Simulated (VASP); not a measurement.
Na3Cl2:

```
Cl Na
1.0
     1.75995  -10.17026    0.00000
     1.75995   10.17026    0.00000
     0.00000    0.00000    3.52764
Cl Na
2 3
Direct
  0.08660 0.91340 0.50000
  0.91340 0.08660 0.50000
  0.66899 0.33101 0.00000
  0.33101 0.66899 0.00000
  0.50000 0.50000 0.00000
```

Base run:

| Quantity | Value |
| --- | --- |
| Program | VASP 6.6.1 |
| Functional | revPBE |
| Potentials or basis | VASP PAW PBE potentials, release 64 (Cl, Na_pv) |
| Cutoff | 520 eV |
| k mesh | 8 × 8 × 8 |
| Occupations | fermi-dirac, width 0.05 eV |
| Spin | no spin polarisation |

Its results: band gap on the k mesh zero (an odd number of electrons rules out a gap without spin polarisation); pressure 1.2 GPa; largest force 0.049 eV/Å.

Q: The run is repeated on the same cell with these changes: functional from revPBE to PBEsol. What comes out?

A: Band gap on the k mesh zero (an odd number of electrons rules out a gap without spin polarisation); pressure -0.8 GPa; largest force 0.058 eV/Å.

PBEsol binds more tightly than revPBE, so the same cell stands under less pressure.

Caveats: the PAW data sets were made with another functional, which shifts forces and pressure a little.
